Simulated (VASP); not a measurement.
A run of VASP 6.6.1:

File INCAR:

```
ALGO     = Normal         # electronic algorithm
EDIFF    = 1E-7           # SCF threshold, eV
ENCUT    = 520            # plane-wave cutoff, eV
GGA      = PS             # functional
ISIF     = 2              # what is computed and relaxed
ISMEAR   = 0              # smearing method
LASPH    = True           # aspherical terms in the spheres
LCHARG   = False          # write CHGCAR
LREAL    = False          # projectors in reciprocal space
LWAVE    = False          # write WAVECAR
NBANDS   = 18             # bands
NELM     = 80             # most SCF steps
PREC     = Accurate       # precision mode
SIGMA    = 0.02           # smearing width, eV
```

The input KPOINTS:

```
k-points
0
Gamma
  8 1 6
```

The input POSCAR:

```
P
1.0
    3.2351015688      0.0000000000      0.0000000000
    0.0000000000     34.3516257751      0.0000000000
    0.0000000000      0.0000000000      4.4768425287
P
4
Direct
    0.0000000000      0.9696876239      0.5826201379
    0.0000000000      0.0303123761      0.4173798621
    0.5000000000      0.0303123761      0.0826201379
    0.5000000000      0.9696876239      0.9173798621
```

Potentials or basis: VASP PAW PBE potentials, release 64 (P).

The run is started by

```sh
$ cat potpaw_PBE.64/P/POTCAR > POTCAR
$ mpirun -np 1 vasp_std > vasp.out
```

Hardware: 1 thread of Intel Xeon 8259CL, with other jobs on the host.

**Question.** Estimate the wall time of this run.

**Answer.** Run time: 6.8 min on 1 thread of Intel Xeon 8259CL (shared host), peak memory 0.54 GiB. Counts: scf iterations 24, k points 20.
